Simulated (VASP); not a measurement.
**Rb4P: relaxation of cell and atoms with PBE**

Rb4P:

```
Rb P
1.0
     5.86585    0.00000    0.00000
     0.00000    5.86585    0.00000
     0.00000    0.00000    8.77272
Rb P
4 1
Direct
  0.50000 0.00000 0.21571
  0.00000 0.50000 0.78429
  0.50000 0.00000 0.78429
  0.00000 0.50000 0.21571
  0.00000 0.00000 0.00000
```

This cell differs from its parent crystal: atoms taken out.

| Property | Result |
| --- | --- |
| Program | VASP 6.6.1 |
| Task | relaxation of cell and atoms |
| Functional | PBE |
| Potentials or basis | VASP PAW PBE potentials, release 64 (Rb_sv, P) |
| Cutoff | 600 eV |
| k mesh | 6 × 6 × 4 |
| Occupations | gaussian, width 0.1 eV |
| Spin | no spin polarisation |
| Dipole correction | no |
| Further INCAR settings | ALGO = Normal; EDIFF = 1e-07; IBRION = 2; EDIFFG = -0.01; NSW = 100; ISIF = 3 |

```json
{
  "Relaxed volume": "60.65 Å³/atom",
  "Relaxed cell": "a = 5.873 Å, b = 5.873 Å, c = 8.792 Å, α = 90.00°, β = 90.00°, γ = 90.00°",
  "Space group after relaxing (to 0.1 Å)": "P4/mmm (No. 123)",
  "Energy gained by relaxing": "0.0 meV/atom",
  "Ionic steps": "3",
  "Pressure after relaxing": "0.0 GPa",
  "Band gap on the k mesh": "zero (an odd number of electrons rules out a gap without spin polarisation)"
}
```

The path:
| step | energy change (eV) | largest force (eV/Å) | pressure (GPa) | volume (Å³) |
| --- | --- | --- | --- | --- |
| 1 | 0.0000 | 0.0119 | 0.04 | 301.85 |
| 2 | -0.0002 | 0.0071 | 0.02 | 302.49 |
| 3 | -0.0002 | 0.0015 | 0.00 | 303.23 |

Final structure:
```yaml
crystal:
  lattice:
    - [5.87276, 0.00000, 0.00000]
    - [0.00000, 5.87276, 0.00000]
    - [0.00000, 0.00000, 8.79208]
  atoms:
    - { symbol: Rb, position: [0.50000, 0.00000, 0.21585] }
    - { symbol: Rb, position: [0.00000, 0.50000, 0.78415] }
    - { symbol: Rb, position: [0.50000, 0.00000, 0.78415] }
    - { symbol: Rb, position: [0.00000, 0.50000, 0.21585] }
    - { symbol: P, position: [0.00000, 0.00000, 0.00000] }
```

Levels at points of the mesh, in eV from the Fermi level:
| k point | band 18 | band 19 | band 20 | band 21 | band 22 | band 23 |
| --- | --- | --- | --- | --- | --- | --- |
| (0.00, 0.00, 0.00) | -1.22 | -1.16 | -0.55 | -0.55 | 0.90 | 1.05 |
| (0.50, 0.00, 0.00) | -1.21 | -0.66 | -0.52 | 0.19 | 0.20 | 1.57 |
| (0.50, 0.50, 0.00) | -1.03 | -1.03 | -0.26 | 0.75 | 1.08 | 1.12 |
| (0.00, 0.00, 0.50) | -1.55 | -0.54 | -0.54 | -0.25 | -0.20 | 1.80 |
| (0.50, 0.00, 0.50) | -1.08 | -0.80 | -0.51 | -0.04 | 0.74 | 1.24 |
| (0.50, 0.50, 0.50) | -0.94 | -0.94 | -0.30 | 0.77 | 1.07 | 1.16 |

It took 7.3 min on 1 thread of Intel(R) Xeon(R) Platinum 8488C (Sapphire Rapids), on a shared host, peak memory 0.56 GiB.

Caveat: the cell differs from its parent crystal (atoms taken out).
